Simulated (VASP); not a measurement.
Crystal: TaH5.

```
Ta H
1.0
     0.00000    3.03121    3.03121
     3.03121    0.00000    3.03121
     3.03121    3.03121    0.00000
Ta H
1 5
Direct
  0.00000 0.00000 0.00000
  0.75000 0.75000 0.75000
  0.37500 0.37500 0.87500
  0.37500 0.87500 0.37500
  0.87500 0.37500 0.37500
  0.37500 0.37500 0.37500
```

The cell was built from a structure type or drawn by symmetry, and may not be a known phase.

| Quantity | Value |
| --- | --- |
| Program | VASP 6.6.1 |
| Task | relaxation of cell and atoms |
| Functional | PBE |
| Potentials or basis | VASP PAW PBE potentials, release 64 (Ta_pv, H) |
| Cutoff | 600 eV |
| k mesh | 6 × 6 × 6 |
| Occupations | gaussian, width 0.1 eV |
| Spin | no spin polarisation |

At the start: pressure -33.7 GPa; volume 9.28 Å³/atom.

Task: Where does the relaxation end?

Result: Over 9 steps the energy falls by 712.6 meV/atom and the volume is 5.14 Å³/atom (-44.6 %); space group F-43m (No. 216, to 0.1 Å) before and after.

Step by step:
```csv
step,energy change (eV),largest force (eV/Å),pressure (GPa),volume (Å³)
1,0.0000,0.3091,-33.73,55.70
2,-3.0010,0.1604,-30.28,41.39
3,-4.1670,0.0468,-12.31,33.35
4,-4.2505,0.1975,6.00,29.89
5,-4.2686,0.1457,-0.65,30.95
6,-4.2669,0.1647,1.77,30.55
7,-4.2731,0.0918,-0.25,30.84
8,-4.2738,0.0573,-1.21,30.98
9,-4.2755,0.0214,-0.47,30.84
```

Final structure:
```
CELL_PARAMETERS angstrom
0.00000 2.48904 2.48904
2.48904 0.00000 2.48904
2.48904 2.48904 0.00000
ATOMIC_POSITIONS crystal
Ta 0.00000 0.00000 0.00000
H 0.75000 0.75000 0.75000
H 0.37445 0.37445 0.87664
H 0.37445 0.87664 0.37445
H 0.87664 0.37445 0.37445
H 0.37445 0.37445 0.37445
```

Caveat: the volume moved by over 15 % at a fixed basis, so the end points are rough.
